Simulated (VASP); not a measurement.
# MgO (P6_3mc) in VASP: a series of runs

Runs on MgO. Level: r2SCAN. Tasks: dielectric tensor.

Program: VASP 6.6.1. These are calculated values, not measurements. Logs are shortened: lines on timing, memory, paths and dates and some standing lists are left out, and cuts for length are marked.

## 1. The cell of the first run

The structure is hexagonal, space group P6_3mc (No. 186). Conventional cell: a = 3.288 Å, b = 3.288 Å, c = 5.135 Å, α = 90.00°, β = 90.00°, γ = 120.00°. Mg (site symmetry 3m) has 4 O at 1.98 to 2.00 Å within 2.6 Å. O (site symmetry 3m) has 4 Mg at 1.98 to 2.00 Å within 2.6 Å.

## 2. Dielectric tensor, r2SCAN (uniaxial z strain +2.0%)

File INCAR:

```
SYSTEM = MgO
PREC = Accurate
ENCUT = 520
EDIFF = 1E-8
ISMEAR = 0
SIGMA = 0.01
LREAL = .False.
LASPH = .True.
NELM = 80
ALGO = Normal
ISIF = 2
LWAVE = .False.
LCHARG = .False.
METAGGA = R2SCAN
LMIXTAU = .True.
LCALCEPS = .True.
```

File KPOINTS:

```
Automatic mesh
0
Gamma
  9 9 4
  0 0 0
```

File POSCAR:

```
MgO
1.0
    3.2882172281      0.0000000000      0.0000000000
   -1.6441086140      2.8476796527      0.0000000000
    0.0000000000      0.0000000000      5.1350536003
Mg O
2 2
Direct
    0.3333333333      0.6666666667     -0.0070092543
    0.6666666667      0.3333333333      0.4929907457
    0.3333333333      0.6666666667      0.3820092543
    0.6666666667      0.3333333333      0.8820092543
```

Potentials or basis: VASP PAW PBE potentials, release 64 (Mg, O).

Run with:

```sh
cat potpaw_PBE.64/Mg/POTCAR potpaw_PBE.64/O/POTCAR > POTCAR
mpirun -np 1 vasp_std > vasp.out
```

OUTCAR:

```text
SYSTEM = MgO
   PREC = Accurate
   ENCUT = 520
   EDIFF = 1E-8
   ISMEAR = 0
   LREAL = .False.
   LASPH = .True.
   NELM = 80
   ISIF = 2
   METAGGA = R2SCAN

 ion  position               nearest neighbor table
   1  0.333  0.667  0.993-   4 1.98   4 1.98   4 1.98   3 2.00   2 3.19   2 3.19   2 3.19   2 3.19
                             2 3.19   2 3.19
   2  0.667  0.333  0.493-   3 1.98   3 1.98   3 1.98   4 2.00   1 3.19   1 3.19   1 3.19   1 3.19
                             1 3.19   1 3.19
   3  0.333  0.667  0.382-   2 1.98   2 1.98   2 1.98   1 2.00
   4  0.667  0.333  0.882-   1 1.98   1 1.98   1 1.98   2 2.00

  LATTYP: Found a hexagonal cell.
 ALAT       =     3.2882172281
 C/A-ratio  =     1.5616527875

  Lattice vectors:

 A1 = (   3.2882172281,   0.0000000000,   0.0000000000)
 A2 = (  -1.6441086140,   2.8476796527,   0.0000000000)
 A3 = (   0.0000000000,   0.0000000000,   5.1350536003)

Analysis of symmetry for initial positions (statically):
=====================================================================
 Subroutine PRICEL returns:
 Original cell was already a primitive cell.

 Routine SETGRP: Setting up the symmetry group for a
 hexagonal supercell.

 Subroutine GETGRP returns: Found 12 space group operations
 (whereof  6 operations were pure point group operations)
 out of a pool of 24 trial point group operations.

The static configuration has the point symmetry C_3v.
 The point group associated with its full space group is C_6v.

Analysis of symmetry for dynamics (positions and initial velocities):
=====================================================================
 Subroutine PRICEL returns:
 Original cell was already a primitive cell.

 Routine SETGRP: Setting up the symmetry group for a
 hexagonal supercell.

 Subroutine GETGRP returns: Found 12 space group operations
 (whereof  6 operations were pure point group operations)
 out of a pool of 24 trial point group operations.

The dynamic configuration has the point symmetry C_3v.
 The point group associated with its full space group is C_6v.

 Subroutine INISYM returns: Found 12 space group operations
 (whereof  6 operations are pure point group operations),
 and found     1 'primitive' translations

----------------------------------------------------------------------------------------

[... 162 lines left out ...]
      9   10000.0000      0.00000
     10   10000.0000      0.00000
     11   10000.0000      0.00000
     12   10000.0000      0.00000
[... 331 lines left out ...]
 k-point    24 :       0.3333    0.3333    0.2500
  band No.  band energies     occupation
      1     -15.7585      2.00000
      2     -15.7585      2.00000
      3      -1.8980      2.00000
      4      -1.6737      2.00000
      5      -1.6737      2.00000
      6      -0.9786      2.00000
      7      -0.1414      2.00000
      8      -0.1414      2.00000
      9   10000.0000      0.00000
     10   10000.0000      0.00000
     11   10000.0000      0.00000
     12   10000.0000      0.00000

 [... further k-points ...]

------------------------ aborting loop because EDIFF is reached ----------------------------------------

            Ionic dipole moment: p[ion]=(     0.00000     0.00000    13.12558 ) |e| Angst

 Total electronic dipole moment: p[elc]=(     0.00000    -0.00000    -0.57209 ) |e| Angst

 MACROSCOPIC STATIC DIELECTRIC TENSOR (including local field effects)
 ------------------------------------------------------
           2.752981     0.000000     0.000000
           0.000000     2.752981     0.000000
           0.000000     0.000000     2.831191
 ------------------------------------------------------

 PIEZOELECTRIC TENSOR (including local field effects) (e Angst)
          XX          YY          ZZ          XY          YZ          ZX
  --------------------------------------------------------------------------------
  x     0.00000     0.00000     0.00000     0.00000     0.00000     0.23858
  y     0.00000     0.00000    -0.00000     0.00000     0.23859     0.00000
  z     0.17628     0.17628    -0.16616     0.00000     0.00000     0.00000

 PIEZOELECTRIC TENSOR (including local field effects) (C/m^2)
          XX          YY          ZZ          XY          YZ          ZX
  --------------------------------------------------------------------------------
  x     0.00000     0.00000     0.00000     0.00000     0.00000     0.07950
  y     0.00000     0.00000    -0.00000     0.00000     0.07950     0.00000
  z     0.05874     0.05874    -0.05537     0.00000     0.00000     0.00000

 BORN EFFECTIVE CHARGES (including local field effects) (in |e|, cummulative output)
 ---------------------------------------------------------------------------------
 ion    1
    1     1.80816     0.00000     0.00000
    2     0.00000     1.80816     0.00000
    3    -0.00000     0.00000     1.89254
 ion    2
    1     1.80816     0.00000     0.00000
    2     0.00000     1.80816    -0.00000
    3     0.00000     0.00000     1.89254
 ion    3
    1    -1.80816    -0.00000    -0.00000
    2    -0.00000    -1.80816    -0.00000
    3     0.00000     0.00000    -1.89254
 ion    4
    1    -1.80816    -0.00000     0.00000
    2    -0.00000    -1.80816    -0.00000
    3     0.00000    -0.00000    -1.89254

  FORCE on cell =-STRESS in cart. coord.  units (eV):
  Direction    XX          YY          ZZ          XY          YZ          ZX
  --------------------------------------------------------------------------------------
  -------------------------------------------------------------------------------------
  Total       -0.7198783     -0.7198783     -0.9640742     -0.0000000     -0.0000000      0.0000000
  in kB      -23.9868418    -23.9868418    -32.1236150     -0.0000000     -0.0000000      0.0000000
  external PRESSURE =     -26.6990996 kB  Pullay stress =       0.0000000 kB

 VOLUME and BASIS-vectors are now :
 -----------------------------------------------------------------------------
  energy-cutoff  :      520.00
  volume of cell :       48.08
      direct lattice vectors                 reciprocal lattice vectors
     3.288217228  0.000000000  0.000000000     0.304116161  0.175581547  0.000000000
    -1.644108614  2.847679653  0.000000000     0.000000000  0.351163095  0.000000000
     0.000000000  0.000000000  5.135053600     0.000000000  0.000000000  0.194739934

 POSITION                                       TOTAL-FORCE (eV/Angst)
 -----------------------------------------------------------------------------------
     -0.00000      1.89845      5.09906        -0.000000      0.000000      0.002299
      1.64411      0.94923      2.53153         0.000000     -0.000000      0.002299
     -0.00000      1.89845      1.96164        -0.000000     -0.000000     -0.002299
      1.64411      0.94923      4.52916         0.000000      0.000000     -0.002299
 -----------------------------------------------------------------------------------
    total drift:                                0.000000      0.000001     -0.007024

  FREE ENERGIE OF THE ION-ELECTRON SYSTEM (eV)
  ---------------------------------------------------
  free  energy   TOTEN  =       -31.8401227258 eV

  energy  without entropy=      -31.8401227258  energy(sigma->0) =      -31.84012273
```

OSZICAR:

```text
N       E                     dE             d eps       ncg     rms          rms(c)
DAV:   1     0.667843019397E+02    0.66784E+02   -0.81620E+03   864   0.122E+03
DAV:   2    -0.351627523882E+02   -0.10195E+03   -0.93877E+02  1248   0.252E+02
DAV:   3    -0.406003856994E+02   -0.54376E+01   -0.54174E+01  1100   0.631E+01
[... 12 lines left out ...]
DMP:   7    -0.318401225139E+02   -0.16890E-06   -0.15140E-06   900   0.459E-06  -0.155E-06
DMP:   8    -0.318401225743E+02   -0.60337E-07   -0.12415E-06   900   0.335E-06  -0.469E-07
DMP:   9    -0.318401226487E+02   -0.74418E-07   -0.84952E-07   900   0.173E-06   0.765E-07
DMP:  10    -0.318401227002E+02   -0.51542E-07   -0.36752E-07   900   0.681E-07   0.458E-07
DMP:  11    -0.318401227198E+02   -0.19577E-07   -0.12677E-07   900   0.314E-07   0.595E-09
DMP:  12    -0.318401227258E+02   -0.59528E-08   -0.72661E-08   900   0.210E-07  -0.541E-08
   1 F= -.31840123E+02 E0= -.31840123E+02  d E =-.277764E-14
```

stdout:

```text
POSCAR found type information on POSCAR MgO
 POSCAR found :  2 types and       4 ions
 scaLAPACK will be used
 -----------------------------------------------------------------------------
|                                                                             |
[... 92 lines left out ...]
dp_tot=(  0.258E-07 -0.230E-07  0.484E-02 )  diag[e(oo)]=(    ---      ---    2.82300 )
 p_tot=(  0.414E-09 -0.809E-09  0.126E+02 )
dp_tot=(  0.263E-07 -0.233E-07  0.487E-02 )  diag[e(oo)]=(    ---      ---    2.83429 )
 p_tot=(  0.508E-09 -0.813E-09  0.126E+02 )
dp_tot=(  0.264E-07 -0.233E-07  0.488E-02 )  diag[e(oo)]=(    ---      ---    2.83575 )
 final diagonalization full
 p_tot=(  0.335E-09 -0.660E-09  0.126E+02 )
dp_tot=(  0.262E-07 -0.231E-07  0.487E-02 )  diag[e(oo)]=(    ---      ---    2.83119 )
```

Wall time 26 min (1 thread of AMD EPYC 9R45 (Zen 5), shared host); peak memory 0.46 GiB.

Results:

```
Band gap on the k mesh                  : 4.17 eV
Electronic dielectric tensor (diagonal) : 2.75, 2.75, 2.83
Born charges (mean of the diagonal)     : Mg +1.84; O -1.84 e
```

Electronic dielectric tensor:
```
2.75 0.00 0.00
0.00 2.75 0.00
0.00 0.00 2.83
```

Born effective charge tensors (e):
atom 1, Mg
```
1.81 0.00 0.00
0.00 1.81 0.00
0.00 0.00 1.89
```
atom 2, Mg
```
1.81 0.00 0.00
0.00 1.81 0.00
0.00 0.00 1.89
```
atom 3, O
```
-1.81  0.00  0.00
 0.00 -1.81  0.00
 0.00  0.00 -1.89
```
atom 4, O
```
-1.81  0.00  0.00
 0.00 -1.81  0.00
 0.00  0.00 -1.89
```

Dipole moments of the cell (e·Å, modulo the quantum): ionic 0.000, 0.000, 13.126; electronic 0.000, 0.000, -0.572

Caveat: the cell differs from its parent crystal (uniaxial z strain +2.0%); the structure was generated, so it needn't be the stable form of MgO; the PAW data sets were made with another functional, which shifts forces and pressure a little.

## 3. Dielectric tensor, r2SCAN (uniaxial z strain +3.0%)

File INCAR:

```
ALGO = Normal ; EDIFF = 1E-8
ENCUT = 520 ; ISIF = 2
ISMEAR = 0 ; LASPH = T
LCALCEPS = T ; LCHARG = F
LMIXTAU = T ; LREAL = F
LWAVE = F ; METAGGA = R2SCAN
NELM = 80 ; PREC = Accurate
SIGMA = 0.01
```

File KPOINTS:

```
k-points
0
Gamma
  9 9 4
```

File POSCAR:

```
MgO
1.0
    3.2882172281      0.0000000000      0.0000000000
   -1.6441086140      2.8476796527      0.0000000000
    0.0000000000      0.0000000000      5.1853972630
Mg O
2 2
Direct
    0.3333333333      0.6666666667     -0.0057557920
    0.6666666667      0.3333333333      0.4942442080
    0.3333333333      0.6666666667      0.3807557920
    0.6666666667      0.3333333333      0.8807557920
```

Potentials or basis: VASP PAW PBE potentials, release 64 (Mg, O).

Run with:

```sh
cat potpaw_PBE.64/Mg/POTCAR potpaw_PBE.64/O/POTCAR > POTCAR
mpirun -np 1 vasp_std > vasp.out
```

OUTCAR:

```text
EDIFF = 1E-8
   ENCUT = 520
   ISIF = 2
   ISMEAR = 0
   LASPH = T
   LREAL = F
   METAGGA = R2SCAN
   NELM = 80
   PREC = Accurate

 ion  position               nearest neighbor table
   1  0.333  0.667  0.994-   4 1.99   4 1.99   4 1.99   3 2.00   2 3.21   2 3.21   2 3.21   2 3.21
                             2 3.21   2 3.21
   2  0.667  0.333  0.494-   3 1.99   3 1.99   3 1.99   4 2.00   1 3.21   1 3.21   1 3.21   1 3.21
                             1 3.21   1 3.21
   3  0.333  0.667  0.381-   2 1.99   2 1.99   2 1.99   1 2.00
   4  0.667  0.333  0.881-   1 1.99   1 1.99   1 1.99   2 2.00

  LATTYP: Found a hexagonal cell.
 ALAT       =     3.2882172281
 C/A-ratio  =     1.5769631090

  Lattice vectors:

 A1 = (   3.2882172281,   0.0000000000,   0.0000000000)
 A2 = (  -1.6441086140,   2.8476796527,   0.0000000000)
 A3 = (   0.0000000000,   0.0000000000,   5.1853972630)

Analysis of symmetry for initial positions (statically):
=====================================================================
 Subroutine PRICEL returns:
 Original cell was already a primitive cell.

 Routine SETGRP: Setting up the symmetry group for a
 hexagonal supercell.

 Subroutine GETGRP returns: Found 12 space group operations
 (whereof  6 operations were pure point group operations)
 out of a pool of 24 trial point group operations.

The static configuration has the point symmetry C_3v.
 The point group associated with its full space group is C_6v.

Analysis of symmetry for dynamics (positions and initial velocities):
=====================================================================
 Subroutine PRICEL returns:
 Original cell was already a primitive cell.

 Routine SETGRP: Setting up the symmetry group for a
 hexagonal supercell.
[... 531 lines left out ...]

 Total electronic dipole moment: p[elc]=(     0.00000    -0.00000    -0.48005 ) |e| Angst

 MACROSCOPIC STATIC DIELECTRIC TENSOR (including local field effects)
 ------------------------------------------------------
           2.758343     0.000000    -0.000000
           0.000000     2.758343     0.000000
           0.000000    -0.000000     2.835209
 ------------------------------------------------------

 PIEZOELECTRIC TENSOR (including local field effects) (e Angst)
          XX          YY          ZZ          XY          YZ          ZX
  --------------------------------------------------------------------------------
  x     0.00000     0.00000     0.00000     0.00000     0.00000     0.24991
  y     0.00000     0.00000     0.00000    -0.00000     0.24991     0.00000
  z     0.19615     0.19615    -0.23596     0.00000     0.00000     0.00000

 PIEZOELECTRIC TENSOR (including local field effects) (C/m^2)
          XX          YY          ZZ          XY          YZ          ZX
  --------------------------------------------------------------------------------
  x     0.00000     0.00000     0.00000     0.00000     0.00000     0.08246
  y     0.00000     0.00000     0.00000    -0.00000     0.08246     0.00000
  z     0.06472     0.06472    -0.07786     0.00000     0.00000     0.00000

 BORN EFFECTIVE CHARGES (including local field effects) (in |e|, cummulative output)
 ---------------------------------------------------------------------------------
 ion    1
    1     1.81140     0.00000     0.00000
    2     0.00000     1.81140     0.00000
    3     0.00000    -0.00000     1.89001
 ion    2
    1     1.81140     0.00000     0.00000
    2     0.00000     1.81140     0.00000
    3    -0.00000     0.00000     1.89001
 ion    3
    1    -1.81140    -0.00000     0.00000
    2    -0.00000    -1.81140     0.00000
    3     0.00000     0.00000    -1.89001
 ion    4
    1    -1.81140    -0.00000    -0.00000
    2    -0.00000    -1.81140    -0.00000
    3    -0.00000    -0.00000    -1.89001

  FORCE on cell =-STRESS in cart. coord.  units (eV):
  Direction    XX          YY          ZZ          XY          YZ          ZX
  --------------------------------------------------------------------------------------
  -------------------------------------------------------------------------------------
  Total       -0.9683473     -0.9683473     -1.4180121     -0.0000000     -0.0000000      0.0000000
  in kB      -31.9527380    -31.9527380    -46.7904096     -0.0000000     -0.0000000      0.0000000
  external PRESSURE =     -36.8986285 kB  Pullay stress =       0.0000000 kB

 VOLUME and BASIS-vectors are now :
 -----------------------------------------------------------------------------
  energy-cutoff  :      520.00
  volume of cell :       48.55
      direct lattice vectors                 reciprocal lattice vectors
     3.288217228  0.000000000  0.000000000     0.304116161  0.175581547  0.000000000
    -1.644108614  2.847679653  0.000000000     0.000000000  0.351163095  0.000000000
     0.000000000  0.000000000  5.185397263     0.000000000  0.000000000  0.192849255

 POSITION                                       TOTAL-FORCE (eV/Angst)
 -----------------------------------------------------------------------------------
     -0.00000      1.89845      5.15555         0.000000      0.000000      0.002316
      1.64411      0.94923      2.56285         0.000000      0.000000      0.002316
     -0.00000      1.89845      1.97437        -0.000000      0.000000     -0.002316
      1.64411      0.94923      4.56707        -0.000000     -0.000000     -0.002316
 -----------------------------------------------------------------------------------
    total drift:                                0.000000      0.000001     -0.007043

  FREE ENERGIE OF THE ION-ELECTRON SYSTEM (eV)
  ---------------------------------------------------
  free  energy   TOTEN  =       -31.8300116789 eV

  energy  without entropy=      -31.8300116789  energy(sigma->0) =      -31.83001168
```

OSZICAR:

```text
N       E                     dE             d eps       ncg     rms          rms(c)
DAV:   1     0.646301888063E+02    0.64630E+02   -0.79091E+03   872   0.121E+03
DAV:   2    -0.352173106546E+02   -0.99847E+02   -0.91722E+02  1188   0.251E+02
DAV:   3    -0.406026372546E+02   -0.53853E+01   -0.53656E+01  1096   0.631E+01
[... 12 lines left out ...]
DMP:   7    -0.318300114630E+02   -0.16620E-06   -0.15194E-06   900   0.468E-06  -0.170E-06
DMP:   8    -0.318300115240E+02   -0.61051E-07   -0.12724E-06   900   0.342E-06  -0.456E-07
DMP:   9    -0.318300116005E+02   -0.76530E-07   -0.86179E-07   900   0.174E-06   0.796E-07
DMP:  10    -0.318300116528E+02   -0.52225E-07   -0.36933E-07   900   0.687E-07   0.455E-07
DMP:  11    -0.318300116726E+02   -0.19829E-07   -0.12903E-07   900   0.321E-07   0.301E-09
DMP:  12    -0.318300116789E+02   -0.62773E-08   -0.74427E-08   900   0.213E-07  -0.522E-08
   1 F= -.31830012E+02 E0= -.31830012E+02  d E =-.116461E-17
```

Wall time 24 min (1 thread of AMD EPYC 9R45 (Zen 5), shared host); peak memory 0.47 GiB.

What came out:

```
Band gap on the k mesh                  : 4.15 eV
Electronic dielectric tensor (diagonal) : 2.76, 2.76, 2.84
Born charges (mean of the diagonal)     : Mg +1.84; O -1.84 e
```

Electronic dielectric tensor:
```
2.76 0.00 0.00
0.00 2.76 0.00
0.00 0.00 2.84
```

Born effective charge tensors (e):
atom 1, Mg
```
1.81 0.00 0.00
0.00 1.81 0.00
0.00 0.00 1.89
```
atom 2, Mg
```
1.81 0.00 0.00
0.00 1.81 0.00
0.00 0.00 1.89
```
atom 3, O
```
-1.81  0.00  0.00
 0.00 -1.81  0.00
 0.00  0.00 -1.89
```
atom 4, O
```
-1.81  0.00  0.00
 0.00 -1.81  0.00
 0.00  0.00 -1.89
```

Dipole moments of the cell (e·Å, modulo the quantum): ionic 0.000, 0.000, 13.202; electronic 0.000, 0.000, -0.480

Caveat: the cell differs from its parent crystal (uniaxial z strain +3.0%); the structure was generated, so it needn't be the stable form of MgO; the PAW data sets were made with another functional, which shifts forces and pressure a little.
